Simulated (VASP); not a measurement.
# Al (Fm-3m) in VASP: notebook

The runs below take Al through single point, with r2SCAN.

Everything below comes from runs of VASP 6.6.1. Logs are shortened: lines on timing, memory, paths and dates and some standing lists are left out, and cuts for length are marked.

## 1. The cell of the first run

It takes space group Fm-3m (No. 225, cubic). Conventional cell: a = 4.020 Å, b = 4.020 Å, c = 4.020 Å, α = 90.00°, β = 90.00°, γ = 90.00°. Al (site symmetry m-3m) has 12 Al at 2.84 Å within 3.7 Å.

## 2. Single point, r2SCAN

Input file POSCAR:

```
Al
1.0
    0.0000000000      2.0100000000      2.0100000000
    2.0100000000      0.0000000000      2.0100000000
    2.0100000000      2.0100000000      0.0000000000
Al
1
Direct
    0.0000000000      0.0000000000      0.0000000000
```

Input file INCAR.step1:

```
SYSTEM = Al
  ALGO = Normal
  EDIFF = 1E-5
  ENCUT = 550
  GGA = PE
  GGA_COMPAT = .FALSE.
  ISMEAR = 0
  LASPH = .TRUE.
  LCHARG = .FALSE.
  LREAL = .FALSE.
  LWAVE = .TRUE.
  NBANDS = 8
  NELM = 120
  PREC = Accurate
  SIGMA = 0.1
```

Input file INCAR.step2:

```
SYSTEM = Al
  ALGO = Normal
  EDIFF = 1E-6
  ENCUT = 550
  GGA_COMPAT = .FALSE.
  ISIF = 2
  ISMEAR = 0
  ISTART = 1
  LASPH = .TRUE.
  LCHARG = .FALSE.
  LMIXTAU = .TRUE.
  LREAL = .FALSE.
  LWAVE = .FALSE.
  METAGGA = R2SCAN
  NBANDS = 8
  NELM = 120
  PREC = Accurate
  SIGMA = 0.1
```

Input file KPOINTS:

```
k-points
0
G
  8 8 8
  0 0 0
```

Potentials or basis: VASP PAW PBE potentials, release 64 (Al).

The run is started by

```bash
cat potpaw_PBE.64/Al/POTCAR > POTCAR
cp INCAR.step1 INCAR
mpirun -np 1 vasp_std > vasp.out
cp INCAR.step2 INCAR
mpirun -np 1 vasp_std > vasp.out
```

OUTCAR:

```text
SYSTEM = Al
   EDIFF = 1E-6
   ENCUT = 550
   ISIF = 2
   ISMEAR = 0
   ISTART = 1
   LASPH = .TRUE.
   LREAL = .FALSE.
   METAGGA = R2SCAN
   NELM = 120
   PREC = Accurate

 ion  position               nearest neighbor table
   1  0.000  0.000  0.000-

  LATTYP: Found a face centered cubic cell.
 ALAT       =     4.0200000000

  Lattice vectors:

 A1 = (   0.0000000000,   2.0100000000,   2.0100000000)
 A2 = (   2.0100000000,   0.0000000000,   2.0100000000)
 A3 = (   2.0100000000,   2.0100000000,   0.0000000000)

Analysis of symmetry for initial positions (statically):
=====================================================================
 Subroutine PRICEL returns:
 Original cell was already a primitive cell.

 Routine SETGRP: Setting up the symmetry group for a
 face centered cubic supercell.

 Subroutine GETGRP returns: Found 48 space group operations
 (whereof 48 operations were pure point group operations)
 out of a pool of 48 trial point group operations.

The static configuration has the point symmetry O_h .

Analysis of symmetry for dynamics (positions and initial velocities):
=====================================================================
 Subroutine PRICEL returns:
 Original cell was already a primitive cell.

 Routine SETGRP: Setting up the symmetry group for a
 face centered cubic supercell.

 Subroutine GETGRP returns: Found 48 space group operations
 (whereof 48 operations were pure point group operations)
 out of a pool of 48 trial point group operations.

The dynamic configuration has the point symmetry O_h .

 Subroutine INISYM returns: Found 48 space group operations
 (whereof 48 operations are pure point group operations),
 and found     1 'primitive' translations

----------------------------------------------------------------------------------------

                                     Primitive cell

  volume of cell :      16.2412

  direct lattice vectors                    reciprocal lattice vectors
     0.000000000  2.010000000  2.010000000    -0.248756219  0.248756219  0.248756219
     2.010000000  0.000000000  2.010000000     0.248756219 -0.248756219  0.248756219
     2.010000000  2.010000000  0.000000000     0.248756219  0.248756219 -0.248756219

  length of vectors
     2.842569260  2.842569260  2.842569260     0.430858410  0.430858410  0.430858410

  position of ions in fractional coordinates (direct lattice)
     0.000000000  0.000000000  0.000000000

  ion indices of the primitive-cell ions
   primitive index   ion index
                 1           1

----------------------------------------------------------------------------------------

 KPOINTS: k-points

Automatic generation of k-mesh.
 Grid dimensions read from file:
 generate k-points for:    8    8    8

 Generating k-lattice:

  Cartesian coordinates                     Fractional coordinates (reciprocal lattice)
    -0.031094527  0.031094527  0.031094527     0.125000000  0.000000000  0.000000000
     0.031094527 -0.031094527  0.031094527     0.000000000  0.125000000  0.000000000
     0.031094527  0.031094527 -0.031094527     0.000000000  0.000000000  0.125000000

  Length of vectors
     0.053857301  0.053857301  0.053857301

  Shift w.r.t. Gamma in fractional coordinates (k-lattice)
     0.000000000  0.000000000  0.000000000

 Subroutine IBZKPT returns following result:
 ===========================================

 Found     29 irreducible k-points:

 Following reciprocal coordinates:
            Coordinates               Weight
  0.000000  0.000000  0.000000      1.000000
  0.125000  0.000000  0.000000      8.000000
  0.250000  0.000000  0.000000      8.000000
  0.375000  0.000000  0.000000      8.000000
  0.500000  0.000000  0.000000      4.000000
  0.125000  0.125000  0.000000      6.000000
[... 16 lines left out ...]
  0.500000  0.250000  0.125000     48.000000
 -0.375000  0.250000  0.125000     24.000000
 [... further k-points ...]
   k-points           NKPTS =     29   k-points in BZ     NKDIM =     29   number of bands    NBANDS=      8
   number of dos      NEDOS =    301   number of ions     NIONS =      1
   total plane-waves  NPLWV =  13824
   dimension x,y,z NGX =    24 NGY =   24 NGZ =   24
   dimension x,y,z NGXF=    48 NGYF=   48 NGZF=   48
   ions per type =               1
   NGX,Y,Z   is equivalent  to a cutoff of  14.04, 14.04, 14.04 a.u.
   NGXF,Y,Z  is equivalent  to a cutoff of  28.07, 28.07, 28.07 a.u.
 SYSTEM =  Al
   PREC   = accura    normal or accurate (medium, high low for compatibility)
   ISTART =      1    job   : 0-new  1-cont  2-samecut
   ICHARG =      0    charge: 1-file 2-atom 10-const
   ISPIN  =      1    spin polarized calculation?
   LNONCOLLINEAR =      F non collinear calculations
   LSORBIT =      F    spin-orbit coupling
   LASPH  =      T    aspherical Exc in radial PAW
   ENCUT  =  550.0 eV  40.42 Ry    6.36 a.u.   5.44  5.44  5.44*2*pi/ulx,y,z
   NELM   =    120;   NELMIN=  2; NELMDL=  0     # of ELM steps
   EDIFF  = 0.1E-05   stopping-criterion for ELM
   LREAL  =      F    real-space projection
[... 7 lines left out ...]
   TEBEG  =    0.0;   TEEND  =   0.0 temperature during run
   PSTRESS=    0.0 pullay stress
   NELECT =       3.0000    total number of electrons
   NUPDOWN=      -1.0000    fix difference up-down
   EMIN   =  10.00;   EMAX   =-10.00  energy-range for DOS
   EFERMI =   0.00;   METHOD = LEGACY
   ISMEAR =     0;   SIGMA  =   0.10  broadening in eV -4-tet -1-fermi 0-gaus
   EFERMI_NEDOS =   21; number of points for ismear=-14 and -15
   IALGO  =     38    algorithm
   IMIX   =      4    mixing-type and parameters
     AMIX     =   0.40;   BMIX     =  1.00
     AMIX_MAG =   1.60;   BMIX_MAG =  1.00
  volume/ion in A,a.u.               =      16.24       109.60
  Fermi-wavevector in a.u.,A,eV,Ry     =   0.932343  1.761873 11.827055  0.869264
  Thomas-Fermi vector in A             =   2.058931
   LORBIT       =      0    0 simple, 1 ext, 2 COOP (PROOUT), +10 PAW based schemes
   METAGGA = R2SCAN    functional components
   LHFCALC =     F    Hartree Fock is set to
   AEXX    =    0.0000 exact exchange contribution
   IVDW    =     0    specifies the selected vdW correction
   LEPSILON=     F    determine dielectric tensor
   LRPA    =     F    only Hartree local field effects (RPA)
 non-spin polarized calculation
 Gauss-broadening in eV      SIGMA  =   0.10
  energy-cutoff  :      550.00
  volume of cell :       16.24
 maximum number of plane-waves:       531
 NGX is ok and might be reduce to    24
   NGX = 11   NGY = 11   NGZ = 11

 number of electron       3.0000000 magnetization

 Free energy of the ion-electron system (eV)
  ---------------------------------------------------
  ext. energy  EPLUGINS =         0.00000000
  ---------------------------------------------------
  free energy    TOTEN  =        -6.72887612 eV

  energy without entropy =       -6.72655215  energy(sigma->0) =       -6.72771414

 E-fermi :   8.2146     XC(G=0): -10.9646

 val. band max:        8.1895611884   @ k =  -0.2500   0.5000   0.2500
 cond. band min:       8.3210826686   @ k =   0.5000   0.2500   0.1250
 fundamental gap:      0.1315214802
 Fermi energy:         8.2146023854

 k-point     1 :       0.0000    0.0000    0.0000
  band No.  band energies     occupation
      1      -3.7682      2.00000
      2      21.5948      0.00000
      3      21.5948      0.00000
      4      21.5948      0.00000
      5      23.6217      0.00000
      6      23.6218      0.00000
      7      23.6218      0.00000
      8      25.6612      0.00000

 k-point     2 :       0.1250    0.0000    0.0000
  band No.  band energies     occupation
      1      -3.3125      2.00000
      2      17.0924      0.00000
      3      20.7101      0.00000
      4      20.7101      0.00000
      5      24.0711      0.00000
      6      25.1808      0.00000
      7      25.1808      0.00000
      8      27.0518      0.00000

 k-point     3 :       0.2500    0.0000    0.0000
  band No.  band energies     occupation
      1      -1.9540      2.00000
      2      11.8751      0.00000
      3      19.9264      0.00000
      4      19.9264      0.00000
      5      23.6460      0.00000
      6      24.0744      0.00000
      7      24.0744      0.00000
      8      28.3720      0.00000

 k-point     4 :       0.3750    0.0000    0.0000
  band No.  band energies     occupation
      1       0.2811      2.00000
      2       7.2635      2.00000
      3      19.8318      0.00000
      4      19.8318      0.00000
      5      21.9397      0.00000
      6      21.9397      0.00000
      7      23.6931      0.00000
      8      26.1830      0.00000

 k-point     5 :       0.5000    0.0000    0.0000
  band No.  band energies     occupation
      1       3.1195      2.00000
      2       3.6274      2.00000
      3      20.3373      0.00000
      4      20.3373      0.00000
      5      20.6754      0.00000
      6      20.6754      0.00000
      7      24.2530      0.00000
      8      24.8541      0.00000

 k-point     6 :       0.1250    0.1250    0.0000
  band No.  band energies     occupation
      1      -3.1609      2.00000
      2      18.8578      0.00000
      3      18.8578      0.00000
      4      18.9236      0.00000
      5      22.3830      0.00000
      6      23.8699      0.00000
      7      27.2286      0.00000
      8      27.2286      0.00000

 k-point     7 :       0.2500    0.1250    0.0000
  band No.  band energies     occupation
      1      -2.1043      2.00000
      2      13.8587      0.00000
      3      17.7292      0.00000
      4      19.2637      0.00000
      5      20.7196      0.00000
      6      23.5232      0.00000
      7      27.6211      0.00000
      8      27.7782      0.00000

 k-point     8 :       0.3750    0.1250    0.0000
  band No.  band energies     occupation
      1      -0.1632      2.00000
      2       9.0806      0.00000
      3      17.3609      0.00000
      4      18.0343      0.00000
      5      19.2717      0.00000
      6      25.6537      0.00000
      7      26.6514      0.00000
      8      27.8005      0.00000

 k-point     9 :       0.5000    0.1250    0.0000
  band No.  band energies     occupation
      1       2.6126      2.00000
      2       4.9892      2.00000
      3      16.3497      0.00000
      4      17.7621      0.00000
      5      19.6960      0.00000
      6      24.0275      0.00000
      7      27.1498      0.00000
      8      28.1627      0.00000

 k-point    10 :      -0.3750    0.1250    0.0000
  band No.  band energies     occupation
      1       1.6028      2.00000
      2       6.2590      2.00000
      3      15.4230      0.00000
      4      18.9394      0.00000
      5      20.9519      0.00000
      6      23.1101      0.00000
      7      26.1979      0.00000
      8      29.2651      0.00000
[... 78 lines left out ...]
 k-point    18 :       0.3750    0.3750    0.0000
  band No.  band energies     occupation
      1       1.5968      2.00000
      2      10.9581      0.00000
      3      14.2519      0.00000
      4      14.7736      0.00000
      5      14.7736      0.00000
      6      18.8019      0.00000
      7      33.6109      0.00000
      8      35.3314      0.00000

 k-point    19 :       0.5000    0.3750    0.0000
  band No.  band energies     occupation
      1       3.7342      2.00000
      2       8.5767      0.00000
      3      10.5732      0.00000
      4      14.6480      0.00000
      5      16.0674      0.00000
      6      20.7165      0.00000
      7      32.8645      0.00000
      8      35.0866      0.00000

 k-point    20 :      -0.3750    0.3750    0.0000
  band No.  band energies     occupation
      1       6.0979      2.00000
      2       6.6221      2.00000
      3       7.9439      1.99987
      4      15.2982      0.00000
      5      17.0599      0.00000
      6      25.1375      0.00000
      7      31.6493      0.00000
      8      31.8451      0.00000

 k-point    21 :       0.5000    0.5000    0.0000
  band No.  band energies     occupation
      1       4.9834      2.00000
      2       6.5270      2.00000
      3      13.6511      0.00000
      4      14.2604      0.00000
      5      14.2604      0.00000
      6      18.2513      0.00000
      7      35.3786      0.00000
      8      36.9223      0.00000

 k-point    22 :       0.3750    0.2500    0.1250
  band No.  band energies     occupation
      1      -0.7577      2.00000
      2      12.2552      0.00000
      3      13.9130      0.00000
      4      17.6724      0.00000
      5      21.1558      0.00000
      6      23.3560      0.00000
      7      26.4061      0.00000
      8      29.9963      0.00000

 k-point    23 :       0.5000    0.2500    0.1250
  band No.  band energies     occupation
      1       1.4564      2.00000
      2       8.3211      0.13210
      3      13.1215      0.00000
      4      15.4107      0.00000
      5      21.9245      0.00000
      6      24.1946      0.00000
      7      26.5243      0.00000
      8      30.7377      0.00000

 k-point    24 :      -0.3750    0.2500    0.1250
  band No.  band energies     occupation
      1       4.2499      2.00000
      2       4.7795      2.00000
      3      13.4241      0.00000
      4      14.2464      0.00000
      5      22.5659      0.00000
      6      22.9115      0.00000
      7      30.1093      0.00000
      8      30.3394      0.00000

 [... further k-points ...]

------------------------ aborting loop because EDIFF is reached ----------------------------------------

  FORCE on cell =-STRESS in cart. coord.  units (eV):
  Direction    XX          YY          ZZ          XY          YZ          ZX
  --------------------------------------------------------------------------------------
  -------------------------------------------------------------------------------------
  Total       -0.1795598     -0.1795598     -0.1795598     -0.0000000     -0.0000000      0.0000000
  in kB      -17.7133862    -17.7133862    -17.7133862     -0.0000000     -0.0000000      0.0000000
  external PRESSURE =     -17.7133862 kB  Pullay stress =       0.0000000 kB

 VOLUME and BASIS-vectors are now :
 -----------------------------------------------------------------------------
  energy-cutoff  :      550.00
  volume of cell :       16.24
      direct lattice vectors                 reciprocal lattice vectors
     0.000000000  2.010000000  2.010000000    -0.248756219  0.248756219  0.248756219
     2.010000000  0.000000000  2.010000000     0.248756219 -0.248756219  0.248756219
     2.010000000  2.010000000  0.000000000     0.248756219  0.248756219 -0.248756219

 POSITION                                       TOTAL-FORCE (eV/Angst)
 -----------------------------------------------------------------------------------
      0.00000      0.00000      0.00000         0.000000      0.000000      0.000000
 -----------------------------------------------------------------------------------
    total drift:                               -0.000000      0.000000      0.000000

  FREE ENERGIE OF THE ION-ELECTRON SYSTEM (eV)
  ---------------------------------------------------
  free  energy   TOTEN  =        -6.7288761219 eV

  energy  without entropy=       -6.7265521484  energy(sigma->0) =       -6.72771414
```

Wall time 21 s (1 thread of AMD EPYC 7R43 (Zen 3), shared host); peak memory 0.1 GiB.

Results:

```
Free energy            : -6.7289 eV
Pressure               : -1.8 GPa
Band gap on the k mesh : zero (an odd number of electrons rules out a gap without spin polarisation)
```

Levels at points of the mesh, in eV from the Fermi level:
| k point | band 1 | band 2 | band 3 | band 4 |
| --- | --- | --- | --- | --- |
| (0.00, 0.00, 0.00) | -11.98 | 13.38 | 13.38 | 13.38 |
| (0.50, 0.00, 0.00) | -5.10 | -4.59 | 12.12 | 12.12 |
| (0.50, 0.50, 0.00) | -3.23 | -1.69 | 5.44 | 6.05 |

Caveat: the PAW data sets were made with another functional, which shifts forces and pressure a little.

(Continued in part 2 of 2.)
